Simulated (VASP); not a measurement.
# NaRe2MoF6 (Fm-3m) in VASP: notebook

NaRe2MoF6 is run at these levels: PBEsol, PBEsol+U; tasks: single point.

Program: VASP 6.6.1. These are calculated values, not measurements. Logs are shortened: lines on timing, memory, paths and dates and some standing lists are left out, and cuts for length are marked.

## 1. The cell of the first run

It takes space group Fm-3m (No. 225, cubic). Conventional cell: a = 7.967 Å, b = 7.967 Å, c = 7.967 Å, α = 90.00°, β = 90.00°, γ = 90.00°. Re (site symmetry -43m) has 12 F at 2.82 Å and 4 Na at 3.45 Å and 4 Mo at 3.45 Å within 3.7 Å. Within 2.5 Å of F (site symmetry 4mm) lie 1 Mo at 1.87 Å and 1 Na at 2.11 Å. Na (site symmetry m-3m) has 6 F at 2.11 Å within 2.8 Å. Mo (site symmetry m-3m) has 6 F at 1.87 Å within 2.5 Å.

## 2. Single point, PBEsol

The input, INCAR:

```
  PREC = Accurate
  ENCUT = 520
  EDIFF = 1E-6
  ISMEAR = 1
  SIGMA = 0.0212
  LREAL = F
  LASPH = T
  NELM = 80
  ALGO = Normal
  ISIF = 2
  LWAVE = F
  LCHARG = F
  GGA = PS
  NELECT = 78.0
  NBANDS = 50
```

The input, KPOINTS:

```
Automatic mesh
0
Gamma
  4 4 4
```

The input, POSCAR:

```
NaRe2MoF6
1.0
    0.0000000000      3.9836660000      3.9836660000
    3.9836660000      0.0000000000      3.9836660000
    3.9836660000      3.9836660000      0.0000000000
Re F Na Mo
2 6 1 1
Direct
    0.2500000000      0.2500000000      0.2500000000
    0.7500000000      0.7500000000      0.7500000000
    0.7650000000      0.2350000000      0.2350000000
    0.2350000000      0.7650000000      0.2350000000
    0.2350000000      0.7650000000      0.7650000000
    0.7650000000      0.2350000000      0.7650000000
    0.2350000000      0.2350000000      0.7650000000
    0.7650000000      0.7650000000      0.2350000000
    0.5000000000      0.5000000000      0.5000000000
    0.0000000000      0.0000000000      0.0000000000
```

Potentials or basis: VASP PAW PBE potentials, release 64 (Re, F, Na_pv, Mo_sv).

The run is started by

```
$ cat potpaw_PBE.64/Re/POTCAR potpaw_PBE.64/F/POTCAR potpaw_PBE.64/Na_pv/POTCAR potpaw_PBE.64/Mo_sv/POTCAR > POTCAR
$ mpirun -np 1 vasp_std > vasp.out
```

OUTCAR:

```text
PREC = Accurate
   ENCUT = 520
   EDIFF = 1E-6
   ISMEAR = 1
   LREAL = F
   LASPH = T
   NELM = 80
   ISIF = 2
   GGA = PS
   NELECT = 78.0

 ion  position               nearest neighbor table
   1  0.250  0.250  0.250-  10 3.45  10 3.45  10 3.45  10 3.45
   2  0.750  0.750  0.750-  10 3.45  10 3.45  10 3.45  10 3.45
   3  0.765  0.235  0.235-  10 1.87   9 2.11
   4  0.235  0.765  0.235-  10 1.87   9 2.11
   5  0.235  0.765  0.765-  10 1.87   9 2.11
   6  0.765  0.235  0.765-  10 1.87   9 2.11
   7  0.235  0.235  0.765-  10 1.87   9 2.11
   8  0.765  0.765  0.235-  10 1.87   9 2.11
   9  0.500  0.500  0.500-   3 2.11   4 2.11   5 2.11   6 2.11   7 2.11   8 2.11
  10  0.000  0.000  0.000-   3 1.87   4 1.87   5 1.87   6 1.87   7 1.87   8 1.87   2 3.45   2 3.45
                             1 3.45   2 3.45   2 3.45   1 3.45   1 3.45   1 3.45

  LATTYP: Found a face centered cubic cell.
 ALAT       =     7.9673320000

  Lattice vectors:

 A1 = (   0.0000000000,   3.9836660000,   3.9836660000)
 A2 = (   3.9836660000,   0.0000000000,   3.9836660000)
 A3 = (   3.9836660000,   3.9836660000,   0.0000000000)

Analysis of symmetry for initial positions (statically):
=====================================================================
 Subroutine PRICEL returns:
 Original cell was already a primitive cell.

 Routine SETGRP: Setting up the symmetry group for a
 face centered cubic supercell.

 Subroutine GETGRP returns: Found 48 space group operations
 (whereof 48 operations were pure point group operations)
 out of a pool of 48 trial point group operations.

The static configuration has the point symmetry O_h .

Analysis of symmetry for dynamics (positions and initial velocities):
=====================================================================
 Subroutine PRICEL returns:
 Original cell was already a primitive cell.

 Routine SETGRP: Setting up the symmetry group for a
 face centered cubic supercell.

 Subroutine GETGRP returns: Found 48 space group operations
 (whereof 48 operations were pure point group operations)
 out of a pool of 48 trial point group operations.

The dynamic configuration has the point symmetry O_h .

 Subroutine INISYM returns: Found 48 space group operations
 (whereof 48 operations are pure point group operations),
 and found     1 'primitive' translations

----------------------------------------------------------------------------------------

                                     Primitive cell

  volume of cell :     126.4383

  direct lattice vectors                    reciprocal lattice vectors
     0.000000000  3.983666000  3.983666000    -0.125512530  0.125512530  0.125512530
     3.983666000  0.000000000  3.983666000     0.125512530 -0.125512530  0.125512530
     3.983666000  3.983666000  0.000000000     0.125512530  0.125512530 -0.125512530

  length of vectors
     5.633754485  5.633754485  5.633754485     0.217394080  0.217394080  0.217394080

  position of ions in fractional coordinates (direct lattice)
     0.250000000  0.250000000  0.250000000
     0.750000000  0.750000000  0.750000000
     0.765000000  0.235000000  0.235000000
     0.235000000  0.765000000  0.235000000
     0.235000000  0.765000000  0.765000000
     0.765000000  0.235000000  0.765000000
     0.235000000  0.235000000  0.765000000
     0.765000000  0.765000000  0.235000000
     0.500000000  0.500000000  0.500000000
     0.000000000  0.000000000  0.000000000

  ion indices of the primitive-cell ions
   primitive index   ion index
                 1           1
                 2           2
                 3           3
                 4           4
                 5           5
                 6           6
                 7           7
                 8           8
                 9           9
                10          10

----------------------------------------------------------------------------------------

 KPOINTS: Automatic mesh

Automatic generation of k-mesh.
 Grid dimensions read from file:
 generate k-points for:    4    4    4

 Generating k-lattice:

  Cartesian coordinates                     Fractional coordinates (reciprocal lattice)
    -0.031378133  0.031378133  0.031378133     0.250000000  0.000000000  0.000000000
     0.031378133 -0.031378133  0.031378133     0.000000000  0.250000000  0.000000000
     0.031378133  0.031378133 -0.031378133     0.000000000  0.000000000  0.250000000

  Length of vectors
     0.054348520  0.054348520  0.054348520

  Shift w.r.t. Gamma in fractional coordinates (k-lattice)
     0.000000000  0.000000000  0.000000000

 Subroutine IBZKPT returns following result:
 ===========================================

 Found      8 irreducible k-points:

 Following reciprocal coordinates:
            Coordinates               Weight
  0.000000  0.000000  0.000000      1.000000
  0.250000  0.000000  0.000000      8.000000
  0.500000  0.000000  0.000000      4.000000
  0.250000  0.250000  0.000000      6.000000
  0.500000  0.250000  0.000000     24.000000
 -0.250000  0.250000  0.000000     12.000000
  0.500000  0.500000  0.000000      3.000000
 -0.250000  0.500000  0.250000      6.000000
   k-points           NKPTS =      8   k-points in BZ     NKDIM =      8   number of bands    NBANDS=     50
   number of dos      NEDOS =    301   number of ions     NIONS =     10
   total plane-waves  NPLWV =  74088
   dimension x,y,z NGX =    42 NGY =   42 NGZ =   42
   dimension x,y,z NGXF=    84 NGYF=   84 NGZF=   84
   ions per type =               2   6   1   1
   NGX,Y,Z   is equivalent  to a cutoff of  12.39, 12.39, 12.39 a.u.
   NGXF,Y,Z  is equivalent  to a cutoff of  24.79, 24.79, 24.79 a.u.
 SYSTEM =  unknown system
   PREC   = accura    normal or accurate (medium, high low for compatibility)
   ISTART =      0    job   : 0-new  1-cont  2-samecut
   ICHARG =      2    charge: 1-file 2-atom 10-const
   ISPIN  =      1    spin polarized calculation?
   LNONCOLLINEAR =      F non collinear calculations
   LSORBIT =      F    spin-orbit coupling
   LASPH  =      T    aspherical Exc in radial PAW
   ENCUT  =  520.0 eV  38.22 Ry    6.18 a.u.  10.48 10.48 10.48*2*pi/ulx,y,z
   NELM   =     80;   NELMIN=  2; NELMDL= -5     # of ELM steps
   EDIFF  = 0.1E-05   stopping-criterion for ELM
   LREAL  =      F    real-space projection
   EDIFFG = 0.1E-04   stopping-criterion for IOM
   NSW    =      0    number of steps for IOM
   IBRION =     -1    ionic relax: 0-MD 1-quasi-New 2-CG
   NFREE  =      0    steps in history (QN), initial steepest desc. (CG)
   ISIF   =      2    stress and relaxation
   ISYM   =      2    0-nonsym 1-usesym 2-fastsym
   POTIM  = 0.5000    time-step for ionic-motion
   TEBEG  =    0.0;   TEEND  =   0.0 temperature during run
   PSTRESS=    0.0 pullay stress
   NELECT =      78.0000    total number of electrons
   NUPDOWN=      -1.0000    fix difference up-down
   EMIN   =  10.00;   EMAX   =-10.00  energy-range for DOS
   EFERMI =   0.00;   METHOD = LEGACY
   ISMEAR =     1;   SIGMA  =   0.02  broadening in eV -4-tet -1-fermi 0-gaus
   EFERMI_NEDOS =   21; number of points for ismear=-14 and -15
   IALGO  =     38    algorithm
   IMIX   =      4    mixing-type and parameters
     AMIX     =   0.40;   BMIX     =  1.00
     AMIX_MAG =   1.60;   BMIX_MAG =  1.00
  volume/ion in A,a.u.               =      12.64        85.32
  Fermi-wavevector in a.u.,A,eV,Ry     =   1.393628  2.633575 26.425212  1.942198
  Thomas-Fermi vector in A             =   2.517255
   LORBIT       =      0    0 simple, 1 ext, 2 COOP (PROOUT), +10 PAW based schemes
   GGA     = PS    functional components
   LHFCALC =     F    Hartree Fock is set to
   AEXX    =    0.0000 exact exchange contribution
   IVDW    =     0    specifies the selected vdW correction
   LEPSILON=     F    determine dielectric tensor
   LRPA    =     F    only Hartree local field effects (RPA)
 non-spin polarized calculation
 Methfessel and Paxton  Order N= 1 SIGMA  =   0.02
  energy-cutoff  :      520.00
  volume of cell :      126.44
 maximum number of plane-waves:      3479
 NGX is ok and might be reduce to    42
   NGX = 21   NGY = 21   NGZ = 21

 number of electron      77.9999987 magnetization

 Free energy of the ion-electron system (eV)
  ---------------------------------------------------
  ext. energy  EPLUGINS =         0.00000000
  ---------------------------------------------------
  free energy    TOTEN  =       -45.98298150 eV

  energy without entropy =      -45.98286588  energy(sigma->0) =      -45.98294296

 E-fermi :   5.2497     XC(G=0): -11.4120

 val. band max:        5.2418676735   @ k =   0.2500   0.2500   0.0000
 cond. band min:       5.2593814193   @ k =  -0.2500   0.5000   0.2500
 fundamental gap:      0.0175137459
 Fermi energy:         5.2497142291

 k-point     1 :       0.0000    0.0000    0.0000
  band No.  band energies     occupation
      1     -57.7148      2.00000
      2     -32.2667      2.00000
      3     -32.2667      2.00000
      4     -32.2667      2.00000
      5     -21.1792      2.00000
      6     -20.8728      2.00000
[... 42 lines left out ...]
     49      11.1387      0.00000
     50      11.1387      0.00000

 k-point     2 :       0.2500    0.0000    0.0000
  band No.  band energies     occupation
      1     -57.7148      2.00000
      2     -32.2672      2.00000
      3     -32.2666      2.00000
      4     -32.2666      2.00000
      5     -21.1638      2.00000
      6     -20.9558      2.00000
[... 42 lines left out ...]
     49      10.5484      0.00000
     50      11.2354      0.00000

 k-point     3 :       0.5000    0.0000    0.0000
  band No.  band energies     occupation
      1     -57.7148      2.00000
      2     -32.2677      2.00000
      3     -32.2665      2.00000
      4     -32.2665      2.00000
      5     -21.1485      2.00000
      6     -21.0191      2.00000
[... 42 lines left out ...]
     49      10.5592      0.00000
     50      11.1009      0.00000

 k-point     4 :       0.2500    0.2500    0.0000
  band No.  band energies     occupation
      1     -57.7148      2.00000
      2     -32.2670      2.00000
      3     -32.2668      2.00000
      4     -32.2668      2.00000
      5     -21.1353      2.00000
      6     -21.0039      2.00000
[... 42 lines left out ...]
     49      10.2881      0.00000
     50      10.2887      0.00000

 k-point     5 :       0.5000    0.2500    0.0000
  band No.  band energies     occupation
      1     -57.7148      2.00000
      2     -32.2674      2.00000
      3     -32.2668      2.00000
      4     -32.2667      2.00000
      5     -21.0930      2.00000
      6     -21.0061      2.00000
[... 42 lines left out ...]
     49       9.8537      0.00000
     50      10.2986      0.00000

 k-point     6 :      -0.2500    0.2500    0.0000
  band No.  band energies     occupation
      1     -57.7148      2.00000
      2     -32.2673      2.00000
      3     -32.2670      2.00000
      4     -32.2665      2.00000
      5     -21.1299      2.00000
      6     -21.0189      2.00000
[... 42 lines left out ...]
     49       9.9423      0.00000
     50      11.2275      0.00000

 k-point     7 :       0.5000    0.5000    0.0000
  band No.  band energies     occupation
      1     -57.7148      2.00000
      2     -32.2675      2.00000
      3     -32.2668      2.00000
      4     -32.2668      2.00000
      5     -21.0546      2.00000
      6     -20.9561      2.00000
[... 42 lines left out ...]
     49       9.4574      0.00000
     50       9.7818      0.00000

 k-point     8 :      -0.2500    0.5000    0.2500
  band No.  band energies     occupation
      1     -57.7148      2.00000
      2     -32.2672      2.00000
      3     -32.2672      2.00000
      4     -32.2668      2.00000
      5     -21.0842      2.00000
      6     -20.9744      2.00000
[... 42 lines left out ...]
     49       9.8909      0.00000
     50      10.0052      0.00000

------------------------ aborting loop because EDIFF is reached ----------------------------------------

  FORCE on cell =-STRESS in cart. coord.  units (eV):
  Direction    XX          YY          ZZ          XY          YZ          ZX
  --------------------------------------------------------------------------------------
  -------------------------------------------------------------------------------------
  Total       21.6680112     21.6680112     21.6680112     -0.0000000     -0.0000000      0.0000000
  in kB      274.5686080    274.5686080    274.5686080     -0.0000000     -0.0000000      0.0000000
  external PRESSURE =     274.5686080 kB  Pullay stress =       0.0000000 kB

 VOLUME and BASIS-vectors are now :
 -----------------------------------------------------------------------------
  energy-cutoff  :      520.00
  volume of cell :      126.44
      direct lattice vectors                 reciprocal lattice vectors
     0.000000000  3.983666000  3.983666000    -0.125512530  0.125512530  0.125512530
     3.983666000  0.000000000  3.983666000     0.125512530 -0.125512530  0.125512530
     3.983666000  3.983666000  0.000000000     0.125512530  0.125512530 -0.125512530

 POSITION                                       TOTAL-FORCE (eV/Angst)
 -----------------------------------------------------------------------------------
      1.99183      1.99183      1.99183         0.000000      0.000000      0.000000
      5.97550      5.97550      5.97550        -0.000000     -0.000000      0.000000
      1.87232      3.98367      3.98367         2.541852     -0.000000      0.000000
      3.98367      1.87232      3.98367         0.000000      2.541852      0.000000
      6.09501      3.98367      3.98367        -2.541852     -0.000000      0.000000
      3.98367      6.09501      3.98367         0.000000     -2.541852      0.000000
      3.98367      3.98367      1.87232         0.000000     -0.000000      2.541852
      3.98367      3.98367      6.09501         0.000000     -0.000000     -2.541852
      3.98367      3.98367      3.98367         0.000000     -0.000000      0.000000
      0.00000      0.00000      0.00000         0.000000     -0.000000      0.000000
 -----------------------------------------------------------------------------------
    total drift:                               -0.000000     -0.000000      0.000000

  FREE ENERGIE OF THE ION-ELECTRON SYSTEM (eV)
  ---------------------------------------------------
  free  energy   TOTEN  =       -45.9829815015 eV

  energy  without entropy=      -45.9828658789  energy(sigma->0) =      -45.98294296
```

It took 98 s on 1 thread of Intel Xeon Platinum 8259CL at 2.50GHz (Skylake/Cascade Lake), shared host; peak memory 0.28 GiB.

What came out:

| Quantity | Value |
| --- | --- |
| Free energy | -45.9830 eV |
| Largest force | 2.542 eV/Å |

Forces in eV/Å, atoms in the order of the input:
```
Re   0.000  0.000  0.000
Re   0.000  0.000  0.000
F    2.542  0.000  0.000
F    0.000  2.542  0.000
F   -2.542  0.000  0.000
F    0.000 -2.542  0.000
F    0.000  0.000  2.542
F    0.000  0.000 -2.542
Na   0.000  0.000  0.000
Mo   0.000  0.000  0.000
```

Caveat: the cell carries a net charge on a neutralising background, which shifts energy and pressure; the cell is charged against a uniform background, so pressure and absolute levels hang on convention; the PAW data sets were made with another functional, which shifts forces and pressure a little; spin-orbit coupling is left out, which moves the levels of the heavy elements.

## 3. Single point, PBEsol

The input, INCAR:

```
  ALGO = Normal
  EDIFF = 1E-6
  ENCUT = 520
  GGA = PS
  ISIF = 2
  ISMEAR = 1
  LASPH = True
  LCHARG = False
  LREAL = False
  LWAVE = False
  NBANDS = 50
  NELECT = 78.0
  NELM = 80
  PREC = Accurate
  SIGMA = 0.05
```

The input, KPOINTS:

```
k-points
0
Gamma
  4 4 4
```

POSCAR is that of step 2.

Potentials or basis: VASP PAW PBE potentials, release 64 (Re, F, Na_pv, Mo_sv).

The run is started by

```
$ cat potpaw_PBE.64/Re/POTCAR potpaw_PBE.64/F/POTCAR potpaw_PBE.64/Na_pv/POTCAR potpaw_PBE.64/Mo_sv/POTCAR > POTCAR
$ mpirun -np 1 vasp_std > vasp.out
```

Run time: 1.7 min. Hardware: 1 thread of Intel Xeon Platinum 8259CL at 2.50GHz (Skylake/Cascade Lake), shared host; peak memory 0.28 GiB.

It converged, with:

```
Free energy   : -45.9828 eV
Largest force : 2.558 eV/Å
```

Forces on the atoms (eV/Å):
```
Re   0.000  0.000  0.000
Re   0.000  0.000  0.000
F    2.558  0.000  0.000
F    0.000  2.558  0.000
F   -2.558  0.000  0.000
F    0.000 -2.558  0.000
F    0.000  0.000  2.558
F    0.000  0.000 -2.558
Na   0.000  0.000  0.000
Mo   0.000  0.000  0.000
```

Levels at points of the mesh, in eV from the Fermi level:
```
           k point  band 37  band 38  band 39  band 40  band 41  band 42
(0.00, 0.00, 0.00)    -0.91    -0.72    -0.72    -0.72     0.38     0.38
(0.50, 0.00, 0.00)    -0.44    -0.21     0.07     0.07     0.07     0.07
(0.50, 0.50, 0.00)     0.06     0.06     0.26     0.26     0.32     0.36
```

Caveat: the cell carries a net charge on a neutralising background, which shifts energy and pressure; the cell is charged against a uniform background, so pressure and absolute levels hang on convention; the PAW data sets were made with another functional, which shifts forces and pressure a little; spin-orbit coupling is left out, which moves the levels of the heavy elements.

## 4. Single point, PBEsol+U

The input, INCAR:

```
SYSTEM = NaRe2MoF6
  PREC = Accurate
  ENCUT = 520
  EDIFF = 1E-7
  ISMEAR = 1
  SIGMA = 0.0212
  LREAL = .False.
  LASPH = .True.
  NELM = 150
  ALGO = Normal
  ISIF = 2
  LWAVE = .False.
  LCHARG = .False.
  LMAXMIX = 4
  LDAU = .True.
  LDAUTYPE = 2
  LDAUL = -1 -1 -1 2
  LDAUU = 0 0 0 8
  LDAUJ = 0 0 0 0
  LDAUPRINT = 1
  GGA = PS
  NELECT = 78.0
  NBANDS = 50
```

The input, KPOINTS:

```
Automatic mesh
0
Gamma
  4 4 4
  0 0 0
```

POSCAR is that of step 3.

The run is started by

```
$ cat potpaw_PBE.64/Re/POTCAR potpaw_PBE.64/F/POTCAR potpaw_PBE.64/Na_pv/POTCAR potpaw_PBE.64/Mo_sv/POTCAR > POTCAR
$ mpirun -np 1 vasp_std > vasp.out
```

Run time: 1.9 min. Hardware: 1 thread of Intel Xeon Platinum 8259CL at 2.50GHz (Skylake/Cascade Lake), shared host; peak memory 0.28 GiB.

It converged, with:

* Free energy: -36.4486 eV
* Largest force: 3.237 eV/Å

Forces in eV/Å, atoms in the order of the input:
```
Re   0.000  0.000  0.000
Re   0.000  0.000  0.000
F    3.237  0.000  0.000
F    0.000  3.237  0.000
F   -3.237  0.000  0.000
F    0.000 -3.237  0.000
F    0.000  0.000  3.237
F    0.000  0.000 -3.237
Na   0.000  0.000  0.000
Mo   0.000  0.000  0.000
```

Levels at points of the mesh, in eV from the Fermi level:
```tsv
k point	band 35	band 36	band 37	band 38	band 39	band 40	band 41	band 42	band 43	band 44
(0.00, 0.00, 0.00)	-0.90	-0.90	-0.90	-0.71	-0.71	-0.71	0.39	0.39	0.50	0.60
(0.50, 0.00, 0.00)	-0.70	-0.43	-0.43	-0.20	0.08	0.08	0.08	0.08	0.46	0.46
(0.50, 0.50, 0.00)	-0.55	-0.22	0.07	0.07	0.27	0.27	0.33	0.36	0.36	0.56
```

Eigenvalues of the final occupation matrices:
```csv
site,spin,trace,eigenvalues
site 10 d,1,1.98,0.33 0.33 0.44 0.44 0.44
site 10 d,2,1.98,0.33 0.33 0.44 0.44 0.44
```

Caveat: the cell carries a net charge on a neutralising background, which shifts energy and pressure; the cell is charged against a uniform background, so pressure and absolute levels hang on convention; the PAW data sets were made with another functional, which shifts forces and pressure a little; spin-orbit coupling is left out, which moves the levels of the heavy elements; U without spin polarisation on a metal has little footing.
